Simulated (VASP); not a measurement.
Be2Au:

```xyz
3
Lattice="3.2292 0.0000 0.0000 -1.6146 2.7966 0.0000 0.0000 0.0000 3.4867" Properties=species:S:1:pos:R:3 pbc="T T T"
Be    0.0000    1.8644    1.7434
Be    1.6146    0.9322    1.7434
Au    0.0000    0.0000    0.0000
```

| Item | Value |
| --- | --- |
| Program | VASP 6.6.1 |
| Task | relaxation of cell and atoms |
| Functional | PBE |
| Potentials or basis | VASP PAW PBE potentials, release 64 (Be, Au) |
| Cutoff | 600 eV |
| k mesh | 6 × 6 × 6 |
| Occupations | gaussian, width 0.1 eV |
| Spin | no spin polarisation |

At the start: pressure 20.5 GPa; volume 10.50 Å³/atom.

Where does the relaxation end?

Over 12 steps the energy falls by 589.1 meV/atom and the volume is 11.61 Å³/atom (+10.6 %); space group P6/mmm (No. 191, to 0.1 Å) before and after.

Step by step:
```csv
step,energy change (eV),largest force (eV/Å),pressure (GPa),volume (Å³)
1,0.0000,0.0000,20.49,31.49
2,-0.8773,0.0000,-6.66,37.76
3,-0.9139,0.0000,-11.13,39.80
4,-1.5899,0.0000,-8.84,37.28
5,-1.7458,0.0000,-5.07,35.96
6,-1.7595,0.0000,-3.12,35.55
7,-1.7404,0.0000,1.30,34.83
8,-1.7624,0.0000,-2.45,35.43
9,-1.7633,0.0000,-1.43,35.25
10,-1.7666,0.0000,0.85,34.62
11,-1.7669,0.0000,0.37,34.74
12,-1.7673,0.0000,-0.12,34.83
```

Final structure:
```
Be Au
1.0
     3.89771    0.00000    0.00000
    -1.94886    3.37552    0.00000
     0.00000    0.00000    2.64716
Be Au
2 1
Direct
  0.33333 0.66667 0.50000
  0.66667 0.33333 0.50000
  0.00000 0.00000 0.00000
```

Caveat: the k points lie up to 0.40 Å⁻¹ apart in the final cell, too coarse for converged energies and pressures of a metal; a cell axis changed by over 15 % at a fixed basis, so the end point is rough.
